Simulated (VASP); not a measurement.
Here is a VASP 6.6.1 calculation.

INCAR

```
ALGO = Normal
EDIFF = 1E-6
ENCUT = 520
GGA = PE
ISIF = 2
ISMEAR = 0
LASPH = T
LCHARG = F
LREAL = F
LWAVE = F
NBANDS = 16
NELM = 60
PREC = Accurate
SIGMA = 0.1
```

KPOINTS

```
k-points
0
Gamma
  6 6 4
```

File POSCAR:

```
Si
1.0
    2.5531106800     -1.8999551200      0.0000000000
    2.5531106800      1.8999551200      0.0000000000
   -1.9010078300      0.0000000000      5.4619761000
Si
4
Direct
    0.1776148900      0.5098906500      0.8535333300
    0.4901093500      0.8223851100      0.6464666700
    0.8223851100      0.4901093500      0.1464666700
    0.5098906500      0.1776148900      0.3535333300
```

Potentials or basis: VASP PAW PBE potentials, release 64 (Si).

Run with:

```bash
$ cat potpaw_PBE.64/Si/POTCAR > POTCAR
$ mpirun -np 1 vasp_std > vasp.out
```

Predict the largest force.

0.571 eV/Å.

What does it give for the pressure?

37.8 GPa.

Forces in eV/Å, atoms in the order of the input:
```
Si  -0.312  0.469  0.091
Si   0.312  0.469 -0.091
Si   0.312 -0.469 -0.091
Si  -0.312 -0.469  0.091
```

Caveat: the cell stands under pressure.
